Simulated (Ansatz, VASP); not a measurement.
# Two plane-wave programs on NaI

File POSCAR:

```
NaI
1.0
    0.0000000000      3.1393080000      3.3334920000
    3.1393080000      0.0000000000      3.3334920000
    3.1393080000      3.1393080000      0.0000000000
Na I
1 1
Direct
    0.0000000000      0.0000000000      0.0000000000
    0.5000000000      0.5000000000      0.5000000000
```

File INCAR.step1:

```
PREC = Accurate ; ENCUT = 520
ISMEAR = 0 ; SIGMA = 0.05
LREAL = False ; LASPH = True
NELM = 80 ; NBANDS = 14
GGA = PE ; ALGO = Normal
EDIFF = 1E-4 ; LWAVE = True
LCHARG = False
```

The input INCAR.step2:

```
PREC = Accurate ; ENCUT = 520
EDIFF = 1E-6 ; ISMEAR = 0
SIGMA = 0.05 ; LREAL = False
LASPH = True ; NELM = 80
ALGO = Normal ; ISIF = 2
LWAVE = False ; LCHARG = False
METAGGA = R2SCAN ; LMIXTAU = True
NBANDS = 14 ; ISTART = 1
```

Contents of KPOINTS:

```
Automatic mesh
0
Gamma
  6 6 6
```

Input for Ansatz:

```yaml
crystal:
  lattice:
    - [0.0, 3.139308, 3.333492]
    - [3.139308, 0.0, 3.333492]
    - [3.139308, 3.139308, 0.0]
  atoms:
    - { symbol: Na, position: [0.0, 0.0, 0.0] }
    - { symbol: I, position: [0.5, 0.5, 0.5] }
basis:
  ecutwfc: 500
kpoints:
  mp_grid: { grid: [6, 6, 6] }
hamiltonian:
  xc: r2scan
scf:
  occupations: { method: gaussian, width: 0.05 }
output:
  forces: true
  stress: true
  eigenvalues: true
```

Change from the starting cell: strain -0.030 along x and y, +0.030 along z, atoms carried along.

Alike in both runs: task single point; functional r2SCAN; k mesh 6 × 6 × 6; occupations gaussian, width 0.05 eV; no spin polarisation.

```csv
,VASP,Ansatz
version,VASP 6.6.1,Ansatz 0.2.0
potentials or method,"VASP PAW PBE potentials, release 64 (Na_pv, I), cutoff 520 eV","scalar-relativistic, plane waves, PAW"
valence electrons in the cell,14,26
```

```tsv
	VASP	Ansatz	Ansatz less VASP
gap on the k mesh at the Fermi level (eV)	4.51	4.50	-0.009
least direct gap on the mesh (eV)	4.51	4.50	-0.009
pressure (GPa)	0.5	0.6	+0.13
traceless stress, the component that is largest in VASP (GPa)	-1.18	-1.18	+0.009
```

VASP's potentials were made for PBE, not for r2SCAN. VASP's potentials hold 14 valence electrons a cell and Ansatz's 26, so a difference there can come from the potentials and not from the codes.

Spin-orbit coupling is off throughout.
